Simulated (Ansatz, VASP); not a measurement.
# BiS7 in VASP and in Ansatz

Contents of INCAR:

```
SYSTEM = BiS7
  PREC = Accurate
  ENCUT = 600
  EDIFF = 1E-7
  ISMEAR = 0
  SIGMA = 0.1
  LREAL = .FALSE.
  LASPH = .TRUE.
  NELM = 60
  ALGO = Normal
  ISIF = 3
  LWAVE = .FALSE.
  LCHARG = .FALSE.
  GGA = PE
  IBRION = 2
  NSW = 100
  EDIFFG = -0.01
```

File KPOINTS:

```
Automatic mesh
0
G
  8 8 4
  0 0 0
```

Contents of POSCAR:

```
BiS7
1.0
    3.8201550729      0.0000000000      0.0000000000
    0.0000000000      3.8201550729      0.0000000000
    0.0000000000      0.0000000000     11.2557617855
Bi S
1 7
Direct
    0.0000000000      0.0000000000      0.0000000000
    0.5000000000      0.5000000000      0.2861314347
    0.5000000000      0.5000000000      0.7138685653
    0.5000000000      0.5000000000      0.0000000000
    0.0000000000      0.0000000000      0.2755399564
    0.0000000000      0.0000000000      0.7244600436
    0.0000000000      0.0000000000      0.5000000000
    0.5000000000      0.5000000000      0.5000000000
```

Input for Ansatz:

```yaml
crystal:
  lattice:
    - [3.8201550729, 0.0, 0.0]
    - [0.0, 3.8201550729, 0.0]
    - [0.0, 0.0, 11.2557617855]
  atoms:
    - { symbol: Bi, position: [0.0, 0.0, 0.0] }
    - { symbol: S, position: [0.5, 0.5, 0.2861314347] }
    - { symbol: S, position: [0.5, 0.5, 0.7138685653] }
    - { symbol: S, position: [0.5, 0.5, 0.0] }
    - { symbol: S, position: [0.0, 0.0, 0.2755399564] }
    - { symbol: S, position: [0.0, 0.0, 0.7244600436] }
    - { symbol: S, position: [0.0, 0.0, 0.5] }
    - { symbol: S, position: [0.5, 0.5, 0.5] }
basis:
  ecutwfc: 420
kpoints:
  mp_grid: { grid: [8, 8, 4] }
hamiltonian:
  xc: pbe
scf:
  occupations: { method: gaussian, width: 0.1 }
output:
  forces: true
  stress: true
  eigenvalues: true
  write_density: true
  write_potential: true
  elf: true
  volumetric_format: npy
relax:
  adjacent_minimum: "off"
  f_tol: 0.01
  max_steps: 80
  cell: { stress_tol: 0.05 }
```

Alike in both runs: task relaxation of cell and atoms; functional PBE; k mesh 8 × 8 × 4; occupations gaussian, width 0.1 eV; no spin polarisation.

|  | VASP | Ansatz |
| --- | --- | --- |
| version | VASP 6.6.1 | Ansatz 0.2.0 |
| potentials or method | VASP PAW PBE potentials, release 64 (Bi_d, S), cutoff 600 eV | scalar-relativistic, plane waves, PAW |
| valence electrons in the cell | 57 | 57 |

Ansatz gave:

```
gap on the k mesh at the Fermi level, each at its own relaxed structure (eV) : none
relaxed volume (Å³/atom)                                                     : 20.26
relaxed cell length with the largest relative difference (Å)                 : 11.040
```

Task: Which values does VASP return?

Result: gap on the k mesh at the Fermi level, each at its own relaxed structure (eV): none; relaxed volume (Å³/atom): 20.23; relaxed cell length with the largest relative difference (Å): 11.033.

A gap of «none» marks a metal or a gap that the smearing closes.

Neither program's run includes spin-orbit coupling.
